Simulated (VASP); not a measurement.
# Zn: relaxation of cell and atoms with PBEsol

Zn:

```xyz
2
Lattice="2.6700 0.0000 0.0000 -1.3350 2.3123 0.0000 0.0000 0.0000 4.9660" Properties=species:S:1:pos:R:3 pbc="T T T"
Zn    0.0000    1.5415    1.2415
Zn    1.3350    0.7708    3.7245
```

```json
{
 "Program": "VASP 6.6.1",
 "Task": "relaxation of cell and atoms",
 "Functional": "PBEsol",
 "Potentials or basis": "VASP PAW PBE potentials, release 64 (Zn)",
 "Cutoff": "600 eV",
 "k mesh": "20 × 20 × 10",
 "Occupations": "fermi-dirac, width 0.1 eV",
 "Spin": "no spin polarisation",
 "Dipole correction": "no",
 "Further INCAR settings": "ALGO = Normal; EDIFF = 1e-07; IBRION = 2; EDIFFG = -0.002; NSW = 100; ISIF = 3"
}
```

* Relaxed volume: 14.09 Å³/atom
* Relaxed cell: a = 2.640 Å, b = 2.640 Å, c = 4.669 Å, α = 90.00°, β = 90.00°, γ = 120.00°
* Space group after relaxing (to 0.1 Å): P6_3/mmc (No. 194)
* Energy gained by relaxing: 21.0 meV/atom
* Ionic steps: 23
* Pressure after relaxing: 0.0 GPa
* Band gap on the k mesh: zero (bands 12 and 13 overlap by 4.06 eV)

The path:
| step | energy change (eV) | largest force (eV/Å) | pressure (GPa) | volume (Å³) |
| --- | --- | --- | --- | --- |
| 1 | 0.0000 | 0.0000 | -5.47 | 30.66 |
| 2 | -0.0381 | 0.0000 | 0.69 | 28.39 |
| 3 | -0.0386 | 0.0000 | -0.02 | 28.61 |
| 4 | -0.0386 | 0.0000 | -0.14 | 28.65 |
| 5 | -0.0387 | 0.0000 | -0.17 | 28.63 |
| 6 | -0.0391 | 0.0000 | -0.15 | 28.59 |
| 7 | -0.0397 | 0.0000 | -0.12 | 28.49 |
| 8 | -0.0413 | 0.0000 | -0.06 | 28.30 |
| 9 | -0.0389 | 0.0000 | 0.67 | 27.88 |
| 10 | -0.0419 | 0.0000 | 0.02 | 28.20 |
| 11 | -0.0420 | 0.0000 | 0.13 | 28.12 |
| 12 | -0.0420 | 0.0000 | 0.10 | 28.15 |
| 13 | -0.0420 | 0.0000 | 0.09 | 28.14 |
| 14 | -0.0416 | 0.0000 | -0.58 | 28.33 |
| 15 | -0.0420 | 0.0000 | 0.05 | 28.16 |
| 16 | -0.0420 | 0.0000 | 0.01 | 28.17 |
| 17 | -0.0420 | 0.0000 | 0.02 | 28.17 |
| 18 | -0.0420 | 0.0000 | 0.03 | 28.17 |
| 19 | -0.0420 | 0.0000 | -0.07 | 28.21 |
| 20 | -0.0420 | 0.0000 | -0.03 | 28.18 |
| 21 | -0.0420 | 0.0000 | 0.05 | 28.16 |
| 22 | -0.0420 | 0.0000 | 0.02 | 28.18 |
| 23 | -0.0420 | 0.0000 | 0.01 | 28.18 |

Final structure:
```yaml
crystal:
  lattice:
    - [2.63978, 0.00000, 0.00000]
    - [-1.31989, 2.28612, 0.00000]
    - [0.00000, 0.00000, 4.66904]
  atoms:
    - { symbol: Zn, position: [0.33333, 0.66667, 0.25000] }
    - { symbol: Zn, position: [0.66667, 0.33333, 0.75000] }
```

Levels at points of the mesh, in eV from the Fermi level:
| k point | band 10 | band 11 | band 12 | band 13 | band 14 | band 15 |
| --- | --- | --- | --- | --- | --- | --- |
| (0.00, 0.00, 0.00) | -7.22 | -7.22 | -3.84 | -2.43 | 16.04 | 17.34 |
| (0.50, 0.00, 0.00) | -7.04 | -3.31 | -2.50 | 3.10 | 3.58 | 4.81 |
| (0.00, 0.00, 0.50) | -7.33 | -7.33 | -7.33 | 5.78 | 5.78 | 18.84 |
| (0.50, 0.00, 0.50) | -7.05 | -2.24 | -2.24 | 0.07 | 0.07 | 11.30 |

Run time: 16 min on 1 thread of Intel(R) Xeon(R) 6975P-C (Granite Rapids), with other jobs on the host, peak memory 0.28 GiB.

Caveat: the PAW data sets were made with another functional, which shifts forces and pressure a little.
